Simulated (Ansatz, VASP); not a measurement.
# Two plane-wave programs on Cs

```xyz
1
Lattice="-3.0829 3.0225 3.0225 3.0225 -3.0829 3.0225 3.0225 3.0225 -3.0829" Properties=species:S:1:pos:R:3 pbc="T T T"
Cs    0.0000    0.0000    0.0000
```

Change from the starting cell: equal xy, yz and zx shear strains of -2 %, PAW files.

Alike in both runs: task electric field gradients; functional PBE; k mesh 9 × 9 × 9; occupations fermi-dirac, width 0.05 eV; no spin polarisation.

|  | VASP | Ansatz |
| --- | --- | --- |
| version | VASP 6.6.1 | Ansatz 0.2.0 |
| potentials or method | VASP PAW PBE potentials, release 64 (Cs_sv) | PAW with Ansatz's default frozen-core files, scalar-relativistic |
| plane-wave cutoff (eV) | 520 | 420 |
| valence electrons in the cell | 9 | 9 |

|  | VASP | Ansatz | Ansatz less VASP |
| --- | --- | --- | --- |
| pressure (GPa) | 0.1 | 0.1 | +0.01 |
| size of Vzz on the site where it differs most (V/Å²) | 2.2 | 2.3 | +0.07 |

Neither program's run includes spin-orbit coupling.
